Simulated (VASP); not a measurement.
**CaScB2: relaxation of cell and atoms with PBE**

CaScB2:

```
Ca Sc B
1.0
     4.34853    0.00000    0.00000
     0.00000    4.34853    0.00000
     0.00000    0.00000    3.19202
Ca Sc B
1 1 2
Direct
  0.50000 0.50000 0.62016
  0.00000 0.00000 0.49686
  0.50000 0.00000 0.08933
  0.00000 0.50000 0.08933
```

```
Program                : VASP 6.6.1
Task                   : relaxation of cell and atoms
Functional             : PBE
Potentials or basis    : VASP PAW PBE potentials, release 64 (Ca_sv, Sc_sv, B)
Cutoff                 : 600 eV
k mesh                 : 10 × 10 × 14
Occupations            : gaussian, width 0.1 eV
Spin                   : no spin polarisation
Dipole correction      : no
Further INCAR settings : ALGO = Normal; EDIFF = 1e-06; IBRION = 2; EDIFFG = -0.01; NSW = 100; ISIF = 3
```

| Property | Result |
| --- | --- |
| Relaxed volume | 14.94 Å³/atom |
| Relaxed cell | a = 4.416 Å, b = 4.416 Å, c = 3.064 Å, α = 90.00°, β = 90.00°, γ = 90.00° |
| Space group after relaxing (to 0.05 Å) | P4mm (No. 99) |
| Energy gained by relaxing | 5.2 meV/atom |
| Ionic steps | 31 |
| Pressure after relaxing | 0.0 GPa |

Step by step:
| step | energy change (eV) | largest force (eV/Å) | pressure (GPa) | volume (Å³) |
| --- | --- | --- | --- | --- |
| 1 | 0.0000 | 0.0455 | 0.12 | 60.36 |
| 2 | -0.0053 | 0.0461 | -0.04 | 60.46 |
| 3 | -0.0099 | 0.1162 | -0.45 | 60.73 |
| 4 | -0.0104 | 0.0980 | -0.36 | 60.66 |
| 5 | -0.0116 | 0.1088 | 0.15 | 60.27 |
| 6 | -0.0118 | 0.1145 | 0.42 | 60.05 |
| 7 | -0.0126 | 0.1051 | 0.40 | 60.03 |
| 8 | -0.0148 | 0.0809 | 0.35 | 59.96 |
| 9 | -0.0173 | 0.0737 | 0.29 | 59.81 |
| 10 | -0.0168 | 0.1166 | 0.37 | 59.51 |
| 11 | -0.0179 | 0.0911 | 0.31 | 59.68 |
| 12 | -0.0194 | 0.0376 | -0.41 | 60.15 |
| 13 | -0.0194 | 0.0424 | -0.35 | 60.11 |
| 14 | -0.0200 | 0.0190 | 0.07 | 59.82 |
| 15 | -0.0200 | 0.0176 | -0.01 | 59.88 |
| 16 | -0.0200 | 0.0175 | -0.01 | 59.89 |
| 17 | -0.0201 | 0.0164 | 0.00 | 59.86 |
| 18 | -0.0201 | 0.0162 | 0.12 | 59.76 |
| 19 | -0.0202 | 0.0153 | 0.11 | 59.77 |
| 20 | -0.0202 | 0.0144 | 0.05 | 59.81 |
| 21 | -0.0203 | 0.0181 | -0.06 | 59.88 |
| 22 | -0.0203 | 0.0191 | -0.10 | 59.89 |
| 23 | -0.0203 | 0.0186 | -0.11 | 59.88 |
| 24 | -0.0204 | 0.0175 | -0.10 | 59.87 |
| 25 | -0.0206 | 0.0152 | -0.09 | 59.84 |
| 26 | -0.0208 | 0.0120 | -0.06 | 59.78 |
| 27 | -0.0208 | 0.0070 | 0.07 | 59.66 |
| 28 | -0.0208 | 0.0117 | -0.01 | 59.73 |
| 29 | -0.0208 | 0.0080 | 0.03 | 59.69 |
| 30 | -0.0208 | 0.0097 | 0.02 | 59.71 |
| 31 | -0.0209 | 0.0012 | -0.04 | 59.75 |

Final structure:
```yaml
crystal:
  lattice:
    - [4.41595, 0.00000, 0.00000]
    - [0.00000, 4.41595, 0.00000]
    - [0.00000, 0.00000, 3.06385]
  atoms:
    - { symbol: Ca, position: [0.50000, 0.50000, 0.57776] }
    - { symbol: Sc, position: [0.00000, 0.00000, 0.56721] }
    - { symbol: B, position: [0.50000, 0.00000, 0.07535] }
    - { symbol: B, position: [0.00000, 0.50000, 0.07535] }
```

Levels at points of the mesh, in eV from the Fermi level:
| k point | band 11 | band 12 | band 13 | band 14 | band 15 | band 16 | band 17 |
| --- | --- | --- | --- | --- | --- | --- | --- |
| (0.00, 0.00, 0.00) | -1.38 | -1.38 | 0.06 | 0.50 | 1.82 | 2.68 | 2.68 |
| (0.50, 0.00, 0.00) | -1.63 | -0.84 | -0.79 | -0.60 | 1.13 | 1.58 | 2.51 |
| (0.50, 0.50, 0.00) | -4.31 | -3.62 | 0.43 | 0.88 | 1.16 | 1.16 | 1.53 |
| (0.00, 0.00, 0.50) | -2.73 | -2.73 | -2.72 | -2.62 | 1.04 | 1.04 | 1.39 |
| (0.50, 0.00, 0.50) | -2.50 | -2.42 | -1.61 | -0.89 | 1.40 | 1.81 | 2.04 |
| (0.50, 0.50, 0.50) | -1.68 | -1.36 | -1.36 | -0.84 | 0.97 | 1.14 | 2.35 |

Run time: 40 min on 1 thread of AMD EPYC 9R14 (Zen 4), on a shared host, peak memory 0.37 GiB.
